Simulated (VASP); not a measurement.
## Sc: single point with LDA

Sc:

```xyz
1
Lattice="0.0000 2.2600 2.2600 2.2600 0.0000 2.2600 2.2600 2.2600 0.0000" Properties=species:S:1:pos:R:3 pbc="T T T"
Sc    0.0000    0.0000    0.0000
```

This isn't the form of Sc at room conditions, which is hcp.

- Program: VASP 6.6.1
- Task: single point
- Functional: LDA
- Potentials or basis: VASP PAW LDA potentials, release 64 (Sc_sv)
- Cutoff: 520 eV
- k mesh: 13 × 13 × 13
- Occupations: fermi-dirac, width 0.03 eV
- Spin: collinear spin
- Starting moments: [0.2] μB
- Fixed moment: 0.2 μB
- Dipole correction: no
- Further INCAR settings: ALGO = Normal; EDIFF = 1e-07; NBANDS = 16

- Pressure: -1.5 GPa
- Net moment: 0.20 μB per cell
- Site moments: Sc +0.12 μB
- Valence electrons inside the program's atomic spheres: Sc 9.49

Wall time 15 s on 1 thread of Intel(R) Xeon(R) 6975P-C (Granite Rapids) (shared host), peak memory 0.16 GiB.

Caveat: the total moment is fixed, so each spin has its own Fermi level.
